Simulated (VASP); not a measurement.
# BN (P6_3/mmc) in VASP: further runs, part 2 of 2

VASP 6.6.1. Earlier steps stand in the parts before.

### 5 Relaxation of shape and atoms at fixed volume, PBE+D3(BJ) (9.90 Å³/atom)

This run uses another cell than the first one, of 9.90 Å³/atom.

The input, INCAR:

```
SYSTEM = BN
ALGO = Normal
EDIFF = 1E-6
EDIFFG = -0.01
ENCUT = 600
GGA = PE
IBRION = 2
ISIF = 4
ISMEAR = 0
IVDW = 12
LASPH = .True.
LCHARG = .False.
LREAL = .False.
LWAVE = .False.
NELM = 80
NSW = 50
PREC = Accurate
SIGMA = 0.02
```

The input, KPOINTS:

```
k-points
0
Gamma
  12 12 4
  0 0 0
```

The input, POSCAR:

```
BN
1.0
    2.5407520077      0.0000000000      0.0000000000
   -1.2703760039      2.2003557834      0.0000000000
    0.0000000000      0.0000000000      7.0802733676
B N
2 2
Direct
    0.3333333333      0.6666666667      0.2500000000
    0.6666666667      0.3333333333      0.7500000000
    0.3333333333      0.6666666667      0.7500000000
    0.6666666667      0.3333333333      0.2500000000
```

Potentials or basis: VASP PAW PBE potentials, release 64 (B, N).

Command:

```sh
cat potpaw_PBE.64/B/POTCAR potpaw_PBE.64/N/POTCAR > POTCAR
mpirun -np 1 vasp_std > vasp.out
```

OUTCAR:

```text
SYSTEM = BN
   EDIFF = 1E-6
   EDIFFG = -0.01
   ENCUT = 600
   GGA = PE
   IBRION = 2
   ISIF = 4
   ISMEAR = 0
   IVDW = 12
   LASPH = .True.
   LREAL = .False.
   NELM = 80
   NSW = 50
   PREC = Accurate
 IVDW          = 12

 ion  position               nearest neighbor table
   1  0.333  0.667  0.250-   4 1.47   4 1.47   4 1.47
   2  0.667  0.333  0.750-   3 1.47   3 1.47   3 1.47
   3  0.333  0.667  0.750-   2 1.47   2 1.47   2 1.47
   4  0.667  0.333  0.250-   1 1.47   1 1.47   1 1.47

  LATTYP: Found a hexagonal cell.
 ALAT       =     2.5407520077
 C/A-ratio  =     2.7866841573

  Lattice vectors:

 A1 = (   2.5407520077,   0.0000000000,   0.0000000000)
 A2 = (  -1.2703760039,   2.2003557834,   0.0000000000)
 A3 = (   0.0000000000,   0.0000000000,   7.0802733676)

Analysis of symmetry for initial positions (statically):
=====================================================================
 Subroutine PRICEL returns:
 Original cell was already a primitive cell.

 Routine SETGRP: Setting up the symmetry group for a
 hexagonal supercell.

 Subroutine GETGRP returns: Found 24 space group operations
 (whereof 12 operations were pure point group operations)
 out of a pool of 24 trial point group operations.

The static configuration has the point symmetry D_3d.
 The point group associated with its full space group is D_6h.

Analysis of symmetry for dynamics (positions and initial velocities):
=====================================================================
 Subroutine PRICEL returns:
 Original cell was already a primitive cell.

 Routine SETGRP: Setting up the symmetry group for a
 hexagonal supercell.

 Subroutine GETGRP returns: Found 24 space group operations
 (whereof 12 operations were pure point group operations)
 out of a pool of 24 trial point group operations.

The dynamic configuration has the point symmetry D_3d.
 The point group associated with its full space group is D_6h.

 Subroutine INISYM returns: Found 24 space group operations
 (whereof 12 operations are pure point group operations),
 and found     1 'primitive' translations

----------------------------------------------------------------------------------------

                                     Primitive cell

  volume of cell :      39.5827

  direct lattice vectors                    reciprocal lattice vectors
     2.540752008  0.000000000  0.000000000     0.393584260  0.227235979  0.000000000
    -1.270376004  2.200355783  0.000000000     0.000000000  0.454471957  0.000000000
     0.000000000  0.000000000  7.080273368     0.000000000  0.000000000  0.141237484

  length of vectors
     2.540752008  2.540752008  7.080273368     0.454471957  0.454471957  0.141237484

  position of ions in fractional coordinates (direct lattice)
     0.333333333  0.666666667  0.250000000
     0.666666667  0.333333333  0.750000000
     0.333333333  0.666666667  0.750000000
     0.666666667  0.333333333  0.250000000

  ion indices of the primitive-cell ions
   primitive index   ion index
                 1           1
                 2           2
                 3           3
                 4           4

----------------------------------------------------------------------------------------

 KPOINTS: k-points

Automatic generation of k-mesh.
 Grid dimensions read from file:
 generate k-points for:   12   12    4

 Generating k-lattice:

  Cartesian coordinates                     Fractional coordinates (reciprocal lattice)
     0.032798688  0.018936332  0.000000000     0.083333333  0.000000000  0.000000000
     0.000000000  0.037872663  0.000000000     0.000000000  0.083333333  0.000000000
     0.000000000  0.000000000  0.035309371     0.000000000  0.000000000  0.250000000

  Length of vectors
     0.037872663  0.037872663  0.035309371

  Shift w.r.t. Gamma in fractional coordinates (k-lattice)
     0.000000000  0.000000000  0.000000000

 Subroutine IBZKPT returns following result:
 ===========================================

 Found     57 irreducible k-points:

 Following reciprocal coordinates:
            Coordinates               Weight
  0.000000  0.000000  0.000000      1.000000
  0.083333  0.000000  0.000000      6.000000
  0.166667  0.000000  0.000000      6.000000
  0.250000  0.000000  0.000000      6.000000
  0.333333  0.000000  0.000000      6.000000
  0.416667  0.000000  0.000000      6.000000
[... 16 lines left out ...]
  0.250000  0.000000  0.250000     12.000000
  0.333333  0.000000  0.250000     12.000000
 [... further k-points ...]
   k-points           NKPTS =     57   k-points in BZ     NKDIM =     57   number of bands    NBANDS=     12
   number of dos      NEDOS =    301   number of ions     NIONS =      4
   total plane-waves  NPLWV =  24000
   dimension x,y,z NGX =    20 NGY =   20 NGZ =   60
   dimension x,y,z NGXF=    40 NGYF=   40 NGZF=  120
   ions per type =               2   2
   NGX,Y,Z   is equivalent  to a cutoff of  13.09, 13.09, 14.09 a.u.
   NGXF,Y,Z  is equivalent  to a cutoff of  26.17, 26.17, 28.18 a.u.
 SYSTEM =  BN
   PREC   = accura    normal or accurate (medium, high low for compatibility)
   ISTART =      0    job   : 0-new  1-cont  2-samecut
   ICHARG =      2    charge: 1-file 2-atom 10-const
   ISPIN  =      1    spin polarized calculation?
   LNONCOLLINEAR =      F non collinear calculations
   LSORBIT =      F    spin-orbit coupling
   LASPH  =      T    aspherical Exc in radial PAW
   ENCUT  =  600.0 eV  44.10 Ry    6.64 a.u.   5.07  5.07 14.14*2*pi/ulx,y,z
   NELM   =     80;   NELMIN=  2; NELMDL= -5     # of ELM steps
   EDIFF  = 0.1E-05   stopping-criterion for ELM
   LREAL  =      F    real-space projection
   EDIFFG = -.1E-01   stopping-criterion for IOM
   NSW    =     50    number of steps for IOM
   IBRION =      2    ionic relax: 0-MD 1-quasi-New 2-CG
   NFREE  =      1    steps in history (QN), initial steepest desc. (CG)
   ISIF   =      4    stress and relaxation
   ISYM   =      2    0-nonsym 1-usesym 2-fastsym
   POTIM  = 0.5000    time-step for ionic-motion
   TEBEG  =    0.0;   TEEND  =   0.0 temperature during run
   PSTRESS=    0.0 pullay stress
   NELECT =      16.0000    total number of electrons
   NUPDOWN=      -1.0000    fix difference up-down
   EMIN   =  10.00;   EMAX   =-10.00  energy-range for DOS
   EFERMI =   0.00;   METHOD = LEGACY
   ISMEAR =     0;   SIGMA  =   0.02  broadening in eV -4-tet -1-fermi 0-gaus
   EFERMI_NEDOS =   21; number of points for ismear=-14 and -15
   IALGO  =     38    algorithm
   IMIX   =      4    mixing-type and parameters
     AMIX     =   0.40;   BMIX     =  1.00
     AMIX_MAG =   1.60;   BMIX_MAG =  1.00
  volume/ion in A,a.u.               =       9.90        66.78
  Fermi-wavevector in a.u.,A,eV,Ry     =   1.210449  2.287417 19.935070  1.465186
  Thomas-Fermi vector in A             =   2.345995
   LORBIT       =      0    0 simple, 1 ext, 2 COOP (PROOUT), +10 PAW based schemes
   GGA     = PE    functional components
   LHFCALC =     F    Hartree Fock is set to
   AEXX    =    0.0000 exact exchange contribution
   IVDW    =    12    specifies the selected vdW correction
   LEPSILON=     F    determine dielectric tensor
   LRPA    =     F    only Hartree local field effects (RPA)
 conjugate gradient relaxation of ions
 non-spin polarized calculation
 Gauss-broadening in eV      SIGMA  =   0.02
  energy-cutoff  :      600.00
  volume of cell :       39.58
 maximum number of plane-waves:      1350
   NGX = 11   NGY = 11   NGZ = 29

--------------------------------------- Ionic step        1  -------------------------------------------

 number of electron      16.0000002 magnetization

 Free energy of the ion-electron system (eV)
  ---------------------------------------------------
  ext. energy  EPLUGINS =         0.00000000
  ---------------------------------------------------
  free energy    TOTEN  =       -35.16466412 eV

  energy without entropy =      -35.16466412  energy(sigma->0) =      -35.16466412

------------------------ aborting loop because EDIFF is reached ----------------------------------------

 Edisp (eV)   -0.50681

 E8    (eV) :    -0.1473
[... 75 lines left out ...]
--------------------------------------- Ionic step        3  -------------------------------------------

 number of electron      15.9999998 magnetization

 Free energy of the ion-electron system (eV)
  ---------------------------------------------------
  ext. energy  EPLUGINS =         0.00000000
  ---------------------------------------------------
  free energy    TOTEN  =       -35.20024129 eV

  energy without entropy =      -35.20024129  energy(sigma->0) =      -35.20024129

 E-fermi :   1.6958     XC(G=0):  -9.4763

 val. band max:        1.5676748149   @ k =   0.3333   0.3333   0.5000
 cond. band min:       5.9613491186   @ k =   0.5000   0.0000   0.0000
 fundamental gap:      4.3936743038
 Fermi energy:         1.6957800530

 k-point     1 :       0.0000    0.0000    0.0000
  band No.  band energies     occupation
      1     -16.1147      2.00000
      2     -15.9684      2.00000
      3      -4.2729      2.00000
      4      -2.9084      2.00000
      5       0.2240      2.00000
      6       0.2240      2.00000
      7       0.2387      2.00000
      8       0.2387      2.00000
      9       6.3819      0.00000
     10      10.8372      0.00000
     11      13.0690      0.00000
     12      13.0769      0.00000
[... 331 lines left out ...]
 k-point    24 :       0.3333    0.0000    0.2500
  band No.  band energies     occupation
      1     -14.1485      2.00000
      2     -14.0762      2.00000
      3      -5.2920      2.00000
      4      -5.2685      2.00000
      5      -2.0031      2.00000
      6      -1.9846      2.00000
      7      -1.3775      2.00000
      8      -0.6124      2.00000
      9       8.4531      0.00000
     10       8.7705      0.00000
     11      10.1343      0.00000
     12      11.6552      0.00000

 [... further k-points ...]

------------------------ aborting loop because EDIFF is reached ----------------------------------------

 Edisp (eV)   -0.50427

 E8    (eV) :    -0.1461
[... 27 lines left out ...]
  FREE ENERGIE OF THE ION-ELECTRON SYSTEM (eV)
  ---------------------------------------------------
  free  energy   TOTEN  =       -35.7045123797 eV

  energy  without entropy=      -35.7045123797  energy(sigma->0) =      -35.70451238

 reached required accuracy - stopping structural energy minimisation
```

CONTCAR:

```text
BN
   1.00000000000000
     2.5112007559383192    0.0000000000022983    0.0000000000000000
    -1.2556003780165876    2.1747636486581929   -0.0000000000000000
     0.0000000000000000    0.0000000000000000    7.2478920113218628
  B               N
     2     2
Direct
     0.3333333332999970    0.6666666667000030    0.2500000000000000
     0.6666666667000030    0.3333333332999970    0.7500000000000000
     0.3333333332999970    0.6666666667000030    0.7500000000000000
     0.6666666667000030    0.3333333332999970    0.2500000000000000

  0.00000000E+00  0.00000000E+00  0.00000000E+00
  0.00000000E+00  0.00000000E+00  0.00000000E+00
  0.00000000E+00  0.00000000E+00  0.00000000E+00
  0.00000000E+00  0.00000000E+00  0.00000000E+00
```

Wall time 42 s (1 thread of AMD EPYC 7R13 (Zen 3), shared host); peak memory 0.15 GiB.

Results:

| Quantity | Value |
| --- | --- |
| Free energy | -35.7045 eV |
| Energy gained by relaxing | 8.3 meV/atom |
| Ionic steps | 3 |
| Pressure after relaxing | -1.7 GPa |
| Band gap on the k mesh | 4.39 eV (least direct gap 4.64 eV) |
| Dispersion energy per atom | -0.126 eV |

The path:
```
step  energy change (eV)  largest force (eV/Å)  pressure (GPa)  volume (Å³)
   1              0.0000                0.0000           -9.04        39.58
   2             -0.0330                0.0000           -1.97        39.58
   3             -0.0330                0.0000           -1.69        39.58
```

Final structure:
```xyz
4
Lattice="2.5112 0.0000 0.0000 -1.2556 2.1748 0.0000 0.0000 0.0000 7.2479" Properties=species:S:1:pos:R:3 pbc="T T T"
B     0.0000    1.4498    1.8120
B     1.2556    0.7249    5.4359
N     0.0000    1.4498    5.4359
N     1.2556    0.7249    1.8120
```

Levels at points of the mesh, in eV from the valence-band top:
```
           k point  band 4  band 5  band 6  band 7  band 8  band 9  band 10  band 11  band 12
(0.00, 0.00, 0.00)   -4.48   -1.34   -1.34   -1.33   -1.33    4.81     9.27    11.50    11.51
(0.50, 0.00, 0.00)   -8.83   -4.12   -4.10   -1.21   -0.60    4.39     5.31     9.41     9.90
(0.00, 0.00, 0.50)   -5.22   -1.34   -1.34   -1.34   -1.34    6.71     6.71    11.53    11.53
(0.50, 0.00, 0.50)   -8.85   -4.11   -4.11   -0.90   -0.90    4.74     4.74     9.77     9.77
```

A k mesh can miss the band edges.

### 6 Relaxation of shape and atoms at fixed volume, PBE+D3(BJ)

This run uses another cell than the first one, of 8.19 Å³/atom.

The input, INCAR:

```
SYSTEM = BN
  PREC = Accurate
  ENCUT = 600
  EDIFF = 1E-7
  ISMEAR = 0
  SIGMA = 0.02
  LREAL = .FALSE.
  LASPH = .TRUE.
  NELM = 80
  ALGO = Normal
  ISIF = 4
  LWAVE = .FALSE.
  LCHARG = .FALSE.
  GGA = PE
  IVDW = 12
  IBRION = 2
  NSW = 50
  EDIFFG = -0.01
  ISYM = 0
```

The input, KPOINTS:

```
Automatic mesh
0
G
  12 12 4
  0 0 0
```

The input, POSCAR:

```
BN
1.0
    2.4742646219      0.0000000000      0.0000000000
   -1.2371323110      2.1427760183      0.0000000000
    0.0000000000      0.0000000000      6.1763371810
B N
2 2
Direct
    0.3333333333      0.6666666667      0.2500000000
    0.6666666667      0.3333333333      0.7500000000
    0.3333333333      0.6666666667      0.7500000000
    0.6666666667      0.3333333333      0.2500000000
```

Potentials or basis: VASP PAW PBE potentials, release 64 (B, N).

Command:

```sh
cat potpaw_PBE.64/B/POTCAR potpaw_PBE.64/N/POTCAR > POTCAR
mpirun -np 1 vasp_std > vasp.out
```

It took 3.1 min on 1 thread of AMD EPYC 7R13 (Zen 3), shared host; peak memory 0.24 GiB.

Results (log left out):

| Quantity | Value |
| --- | --- |
| Free energy | -35.6870 eV |
| Energy gained by relaxing | 6.3 meV/atom |
| Ionic steps | 3 |
| Pressure after relaxing | 3.9 GPa |
| Band gap on the k mesh | 4.11 eV (least direct gap 4.41 eV) |
| Dispersion energy per atom | -0.158 eV |

Step by step:
```
step  energy change (eV)  largest force (eV/Å)  pressure (GPa)  volume (Å³)
   1              0.0000                0.0000           11.35        32.75
   2             -0.0247                0.0000            3.05        32.75
   3             -0.0251                0.0000            3.89        32.75
```

Final structure:
```
CELL_PARAMETERS angstrom
2.49809 0.00000 0.00000
-1.24904 2.16341 0.00000
0.00000 0.00000 6.05910
ATOMIC_POSITIONS crystal
B 0.33333 0.66667 0.25000
B 0.66667 0.33333 0.75000
N 0.33333 0.66667 0.75000
N 0.66667 0.33333 0.25000
```

Levels at points of the mesh, in eV from the valence-band top:
```
           k point  band 6  band 7  band 8  band 9  band 10  band 11
(0.00, 0.00, 0.00)   -1.42   -1.33   -1.33    5.89    11.32    11.46
(0.50, 0.00, 0.00)   -4.12   -1.88   -0.30    4.11     6.08     9.65
(0.00, 0.50, 0.00)   -4.12   -1.88   -0.30    4.11     6.08     9.65
(0.50, 0.50, 0.00)   -4.12   -1.88   -0.30    4.11     6.08     9.65
(0.00, 0.00, 0.50)   -1.38   -1.38   -1.38    8.75     8.75    11.58
(0.50, 0.00, 0.50)   -4.20   -1.02   -1.02    4.65     4.65     9.98
(0.00, 0.50, 0.50)   -4.20   -1.02   -1.02    4.65     4.65     9.98
(0.50, 0.50, 0.50)   -4.20   -1.02   -1.02    4.65     4.65     9.98
```

A k mesh can miss the band edges. Expect the measured gap to be larger: semilocal functionals such as PBE lack the derivative discontinuity.

### 7 Overview

| cell | gap on the mesh (eV) | pressure (GPa) |
| --- | --- | --- |
| relaxed from a = 2.481, b = 2.481, c = 6.547 Å, angles 90.0, 90.0, 120.0°, 4 atoms | 4.20 | 0.7 |
| relaxed from a = 2.531, b = 2.531, c = 6.680 Å, angles 90.0, 90.0, 120.0°, 4 atoms | 4.30 | -0.9 |
| relaxed from a = 2.532, b = 2.532, c = 6.868 Å, angles 90.0, 90.0, 120.0°, 4 atoms | 4.34 | -1.5 |
| relaxed from a = 2.541, b = 2.541, c = 7.080 Å, angles 90.0, 90.0, 120.0°, 4 atoms | 4.39 | -1.7 |
| relaxed from a = 2.474, b = 2.474, c = 6.176 Å, angles 90.0, 90.0, 120.0°, 4 atoms | 4.11 | 3.9 |

Alike in all rows: task relaxation of shape and atoms at fixed volume; level PBE+D3(BJ); potentials or basis VASP PAW PBE potentials, release 64 (B, N); no spin polarisation; k mesh 12 × 12 × 4; cutoff (eV) 600; smearing gaussian 0.02 eV.

Total energies depend on the potentials used, so only differences within one code and one set of settings carry meaning.
